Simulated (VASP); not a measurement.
# H7C16N in VASP: notebook

The runs below take H7C16N through single point, with LDA.

All numbers are computed with VASP 6.6.1; they aren't measurements. Logs are shortened: lines on timing, memory, paths and dates and some standing lists are left out, and cuts for length are marked.

## 1. The cell of the first run

The cell holds a slab with vacuum, 24 atoms: a = 5.049 Å, b = 5.049 Å, c = 16.776 Å, α = 90.00°, β = 90.00°, γ = 60.00°.

## 2. Single point, LDA

The input, INCAR:

```
  ALGO = Normal
  EDIFF = 1E-7
  ENCUT = 520
  ISIF = 2
  ISMEAR = -1
  LASPH = T
  LCHARG = F
  LREAL = Auto
  LWAVE = F
  NBANDS = 56
  NELM = 80
  PREC = Accurate
  SIGMA = 0.02
```

The input, KPOINTS:

```
k-points
0
Gamma
  3 3 1
```

The input, POSCAR:

```
H7C16N
1.0
    5.0487420000      0.0000000000      0.0000000000
    2.5243710000      4.3723390000      0.0000000000
    0.0000000000      0.0000000000     16.7764260000
H C N
7 16 1
Direct
    0.1666667848      0.1666666285      0.0596075112
    0.6666667848      0.1666666285      0.0596075112
    0.1666666285      0.6666667429      0.0596075112
    0.6666666285      0.6666667429      0.0596075112
    0.0092935176      0.4864627377      0.3428325556
    0.4977070448      0.4912176297      0.3407070731
    0.3923309109     -0.1702034083      0.3845098473
    0.1666667848      0.1666666285      0.1251757079
    0.6666667848      0.1666666285      0.1251757079
    0.1666666285      0.6666667429      0.1251757079
    0.6666666285      0.6666667429      0.1251757079
   -0.1666666285      0.3333332571      0.1558904739
    0.3333333715      0.3333332571      0.1558904739
   -0.1666667848      0.8333333715      0.1558904739
    0.3333332152      0.8333333715      0.1558904739
   -0.1632880534      0.3360430195      0.2483131389
    0.3268270116      0.3366742606      0.2468646779
   -0.1715079218      0.8431962846      0.2560235416
    0.3373717572      0.8265694860      0.2431874942
    0.0181899909      0.0058927270      0.2757990289
    0.4718224455      0.0065129900      0.2796013883
   -0.0046757795      0.5100370763      0.2774154042
    0.5020905087      0.4940710224      0.2748564563
    0.3005255992      0.0383108446      0.3565319574
```

Potentials or basis: VASP PAW LDA potentials, release 64 (H, C, N).

Launch:

```sh
$ cat potpaw_LDA.64/H/POTCAR potpaw_LDA.64/C/POTCAR potpaw_LDA.64/N/POTCAR > POTCAR
$ mpirun -np 1 vasp_std > vasp.out
```

OUTCAR:

```text
EDIFF = 1E-7
   ENCUT = 520
   ISIF = 2
   ISMEAR = -1
   LASPH = T
   LREAL = Auto
   NELM = 80
   PREC = Accurate

 ion  position               nearest neighbor table
   1  0.167  0.167  0.060-   8 1.10
   2  0.667  0.167  0.060-   9 1.10
   3  0.167  0.667  0.060-  10 1.10
   4  0.667  0.667  0.060-  11 1.10
   5  0.009  0.486  0.343-  22 1.10
   6  0.498  0.491  0.341-  23 1.11
   7  0.392  0.830  0.385-  24 1.03
   8  0.167  0.167  0.125-   1 1.10  13 1.55  15 1.55  12 1.55
   9  0.667  0.167  0.125-   2 1.10  12 1.55  14 1.55  13 1.55
  10  0.167  0.667  0.125-   3 1.10  15 1.55  14 1.55  13 1.55
  11  0.667  0.667  0.125-   4 1.10  14 1.55  15 1.55  12 1.55
  12  0.833  0.333  0.156-   9 1.55   8 1.55  11 1.55  16 1.55
  13  0.333  0.333  0.156-  17 1.53   8 1.55   9 1.55  10 1.55
  14  0.833  0.833  0.156-  11 1.55   9 1.55  10 1.55  18 1.68
  15  0.333  0.833  0.156-  19 1.46  10 1.55   8 1.55  11 1.55
  16  0.837  0.336  0.248-  20 1.52  23 1.53  22 1.53  12 1.55
  17  0.327  0.337  0.247-  13 1.53  23 1.53  22 1.54  21 1.55
  18  0.828  0.843  0.256-  22 1.50  20 1.58  21 1.61  14 1.68
  19  0.337  0.827  0.243-  15 1.46  20 1.50  21 1.51  23 1.55
  20  0.018  0.006  0.276-  19 1.50  16 1.52  18 1.58
  21  0.472  0.007  0.280-  19 1.51  24 1.52  17 1.55  18 1.61
  22  0.995  0.510  0.277-   5 1.10  18 1.50  16 1.53  17 1.54
  23  0.502  0.494  0.275-   6 1.11  17 1.53  16 1.53  19 1.55
  24  0.301  0.038  0.357-   7 1.03  21 1.52

  LATTYP: Found a hexagonal cell.
 ALAT       =     5.0487421480
 C/A-ratio  =     3.3228922192

  Lattice vectors:

 A1 = (  -2.5243710000,  -4.3723390000,   0.0000000000)
 A2 = (   5.0487420000,   0.0000000000,   0.0000000000)
 A3 = (   0.0000000000,   0.0000000000,  16.7764260000)

Analysis of symmetry for initial positions (statically):
=====================================================================
 Subroutine PRICEL returns:
 Original cell was already a primitive cell.

 Routine SETGRP: Setting up the symmetry group for a
 hexagonal supercell.

 Subroutine GETGRP returns: Found  1 space group operations
 (whereof  1 operations were pure point group operations)
 out of a pool of 24 trial point group operations.

The static configuration has the point symmetry C_1 .

Analysis of symmetry for dynamics (positions and initial velocities):
=====================================================================
 Subroutine PRICEL returns:
 Original cell was already a primitive cell.

[... 135 lines left out ...]
   IBRION =     -1    ionic relax: 0-MD 1-quasi-New 2-CG
   NFREE  =      0    steps in history (QN), initial steepest desc. (CG)
   ISIF   =      2    stress and relaxation
   ISYM   =      2    0-nonsym 1-usesym 2-fastsym
   POTIM  = 0.5000    time-step for ionic-motion
   TEBEG  =    0.0;   TEEND  =   0.0 temperature during run
   PSTRESS=    0.0 pullay stress
   NELECT =      76.0000    total number of electrons
   NUPDOWN=      -1.0000    fix difference up-down
   EMIN   =  10.00;   EMAX   =-10.00  energy-range for DOS
   EFERMI =   0.00;   METHOD = LEGACY
   ISMEAR =    -1;   SIGMA  =   0.02  broadening in eV -4-tet -1-fermi 0-gaus
   EFERMI_NEDOS =   21; number of points for ismear=-14 and -15
   IALGO  =     38    algorithm
   IMIX   =      4    mixing-type and parameters
     AMIX     =   0.40;   BMIX     =  1.00
     AMIX_MAG =   1.60;   BMIX_MAG =  1.00
  volume/ion in A,a.u.               =      15.43       104.13
  Fermi-wavevector in a.u.,A,eV,Ry     =   0.965637  1.824789 12.686817  0.932455
  Thomas-Fermi vector in A             =   2.095371
   LORBIT       =      0    0 simple, 1 ext, 2 COOP (PROOUT), +10 PAW based schemes
   GGA     = CA    functional components
   LHFCALC =     F    Hartree Fock is set to
   AEXX    =    0.0000 exact exchange contribution
   IVDW    =     0    specifies the selected vdW correction
   LEPSILON=     F    determine dielectric tensor
   LRPA    =     F    only Hartree local field effects (RPA)
 non-spin polarized calculation
  energy-cutoff  :      520.00
  volume of cell :      370.34
 maximum number of plane-waves:      9984
 NGX is ok and might be reduce to    40
   NGX = 19   NGY = 19   NGZ = 63

 number of electron      76.0000000 magnetization

 Free energy of the ion-electron system (eV)
  ---------------------------------------------------
  ext. energy  EPLUGINS =         0.00000000
  ---------------------------------------------------
  free energy    TOTEN  =      -192.48459063 eV

  energy without entropy =     -192.48459063  energy(sigma->0) =     -192.48459063

 E-fermi :  -0.3766     XC(G=0):  -5.1850

 val. band max:       -0.8946383883   @ k =   0.0000   0.0000   0.0000
 cond. band min:       1.0385604892   @ k =   0.0000   0.0000   0.0000
 fundamental gap:      1.9331988776
 Fermi energy:        -0.3765779417

 k-point     1 :       0.0000    0.0000    0.0000
  band No.  band energies     occupation
      1     -20.7545      2.00000
      2     -18.5069      2.00000
      3     -16.3949      2.00000
      4     -15.4351      2.00000
      5     -15.2147      2.00000
      6     -15.0041      2.00000
[... 254 lines left out ...]
     49       6.6633      0.00000
     50       6.7856      0.00000
 [bands above 50 left out]

------------------------ aborting loop because EDIFF is reached ----------------------------------------

  FORCE on cell =-STRESS in cart. coord.  units (eV):
  Direction    XX          YY          ZZ          XY          YZ          ZX
  --------------------------------------------------------------------------------------
  -------------------------------------------------------------------------------------
  Total      -15.6749734     -4.0255212     -0.9740851     -0.1545953     -0.4689086      0.0150638
  in kB      -67.8142473    -17.4155122     -4.2141600     -0.6688219     -2.0286274      0.0651700
  external PRESSURE =     -29.8146399 kB  Pullay stress =       0.0000000 kB

 VOLUME and BASIS-vectors are now :
 -----------------------------------------------------------------------------
  energy-cutoff  :      520.00
  volume of cell :      370.34
      direct lattice vectors                 reciprocal lattice vectors
     5.048742000  0.000000000  0.000000000     0.198069143 -0.114355268  0.000000000
     2.524371000  4.372339000  0.000000000     0.000000000  0.228710537  0.000000000
     0.000000000  0.000000000 16.776426000     0.000000000  0.000000000  0.059607452

 POSITION                                       TOTAL-FORCE (eV/Angst)
 -----------------------------------------------------------------------------------
      1.26219      0.72872      1.00000        -0.004722     -0.023534     -0.335425
      3.78656      0.72872      1.00000         0.005563      0.018244     -0.360128
      2.52437      2.91489      1.00000        -0.101544      0.016332     -0.358762
      5.04874      2.91489      1.00000         0.110510      0.013085     -0.337984
      1.27493      2.12698      5.75150        -0.008210     -0.014568      0.054368
      3.75281      2.14777      5.71585        -0.015545     -0.024852      0.058919
[... 16 lines left out ...]
      3.78214      2.16025      4.61111        -0.008550     -0.007455      0.007400
      1.61399      0.16751      5.98133         0.013222      0.021392      0.056154
 -----------------------------------------------------------------------------------
    total drift:                                0.001060     -0.015795     -0.062387

  FREE ENERGIE OF THE ION-ELECTRON SYSTEM (eV)
  ---------------------------------------------------
  free  energy   TOTEN  =      -192.4845906331 eV

  energy  without entropy=     -192.4845906331  energy(sigma->0) =     -192.48459063
```

Run time: 2.2 min. Hardware: 1 thread of Intel Xeon 6975P-C (Granite Rapids), shared host; peak memory 0.38 GiB.

What came out:

```
Free energy            : -192.4846 eV
Largest force          : 2.930 eV/Å
Band gap on the k mesh : 1.93 eV
```

Forces in eV/Å, atoms in the order of the input:
```
H   -0.005 -0.024 -0.335
H    0.006  0.018 -0.360
H   -0.102  0.016 -0.359
H    0.111  0.013 -0.338
H   -0.008 -0.015  0.054
H   -0.016 -0.025  0.059
H    0.012 -0.088 -0.024
C   -0.002  0.073  1.395
C    0.004 -0.044  1.720
C    0.003 -0.018  1.620
C    0.031 -0.003  1.790
C    0.215 -0.193 -1.194
C   -0.247 -0.097 -1.199
C    0.030  0.931 -0.067
C   -0.051 -0.538 -2.880
C   -0.015  0.001  0.010
C    0.000 -0.014  0.008
C   -0.010  0.026  0.006
C   -0.006 -0.019  0.005
C   -0.013 -0.001  0.047
C    0.067 -0.010 -0.024
C   -0.007 -0.005  0.002
C   -0.009 -0.007  0.007
N    0.013  0.021  0.056
```

Levels at points of the mesh, in eV from the valence-band top:
```csv
k point,band 36,band 37,band 38,band 39,band 40,band 41
"(0.00, 0.00, 0.00)",-0.54,-0.14,0.00,1.93,3.39,4.28
```

Caveat: the k points lie up to 0.48 Å⁻¹ apart.

## 3. Single point, LDA

The input, INCAR:

```
SYSTEM = H7C16N
ALGO     = Normal         ! electronic algorithm
EDIFF    = 1E-6           ! SCF threshold, eV
ENCUT    = 520            ! plane-wave cutoff, eV
GGA      = CA             ! functional
ISIF     = 2              ! what is computed and relaxed
ISMEAR   = -1             ! smearing method
LASPH    = .TRUE.         ! aspherical terms in the spheres
LCHARG   = .FALSE.        ! write CHGCAR
LREAL    = Auto         
LWAVE    = .FALSE.        ! write WAVECAR
NBANDS   = 56             ! bands
NELM     = 100            ! most SCF steps
PREC     = Accurate       ! precision mode
SIGMA    = 0.02           ! smearing width, eV
```

The input, KPOINTS:

```
k-points
0
G
  3 3 1
  0 0 0
```

The input, POSCAR:

```
H7C16N
1.0
    5.0487420000      0.0000000000      0.0000000000
    2.5243710000      4.3723390000      0.0000000000
    0.0000000000      0.0000000000     16.7764260000
H C N
7 16 1
Direct
    0.1666667848      0.1666666285      0.0596075112
    0.6666667848      0.1666666285      0.0596075112
    0.1666666285      0.6666667429      0.0596075112
    0.6666666285      0.6666667429      0.0596075112
    0.0142977271      0.4877387138      0.3426334667
    0.4950264807      0.4971563275      0.3412277442
    0.4393290339     -0.1675537967      0.3844687778
    0.1666667848      0.1666666285      0.1251757079
    0.6666667848      0.1666666285      0.1251757079
    0.1666666285      0.6666667429      0.1251757079
    0.6666666285      0.6666667429      0.1251757079
   -0.1666666285      0.3333332571      0.1558904739
    0.3333333715      0.3333332571      0.1558904739
   -0.1666667848      0.8333333715      0.1558904739
    0.3333332152      0.8333333715      0.1558904739
   -0.1630787341      0.3380039837      0.2489377058
    0.3288318825      0.3397225147      0.2464381865
   -0.1694036455      0.8442741974      0.2541839364
    0.3378352751      0.8308992052      0.2440616971
    0.0135505420      0.0072702505      0.2734071011
    0.4767665328      0.0109824513      0.2789561376
   -0.0019332451      0.5105919280      0.2771100352
    0.5020855702      0.4989569656      0.2753427935
    0.3378025311      0.0439757759      0.3583449776
```

Potentials or basis: VASP PAW LDA potentials, release 64 (H, C, N).

Launch:

```sh
$ cat potpaw_LDA.64/H/POTCAR potpaw_LDA.64/C/POTCAR potpaw_LDA.64/N/POTCAR > POTCAR
$ mpirun -np 1 vasp_std > vasp.out
```

Wall time 2.2 min (1 thread of Intel Xeon 6975P-C (Granite Rapids), shared host); peak memory 0.38 GiB.

It converged, with:

```
Free energy            : -192.5075 eV
Largest force          : 2.639 eV/Å
Band gap on the k mesh : 1.30 eV
```

Forces on the atoms (eV/Å):
```
H    0.003 -0.006 -0.327
H    0.019  0.015 -0.348
H   -0.084  0.024 -0.361
H    0.105  0.007 -0.331
H   -0.030 -0.006  0.050
H   -0.055 -0.046  0.039
H   -0.189 -0.237  0.188
C    0.000  0.067  1.436
C    0.005 -0.020  1.697
C    0.034 -0.026  1.531
C    0.039  0.007  1.806
C    0.222 -0.153 -1.260
C   -0.068  0.087 -1.298
C    0.075  0.820 -0.393
C   -0.026 -0.434 -2.603
C   -0.043  0.004  0.008
C   -0.052 -0.016  0.003
C   -0.079  0.027  0.048
C   -0.047 -0.023 -0.025
C   -0.106  0.002 -0.053
C   -0.044 -0.052  0.073
C   -0.056 -0.003  0.005
C   -0.060 -0.020 -0.006
N    0.438 -0.017  0.120
```

Levels at points of the mesh, in eV from the valence-band top:
```
           k point  band 35  band 36  band 37  band 38  band 39  band 40  band 41  band 42
(0.00, 0.00, 0.00)    -1.57    -0.57    -0.25     0.00     1.30     3.31     4.40     5.35
```

Caveat: the k points lie up to 0.48 Å⁻¹ apart.
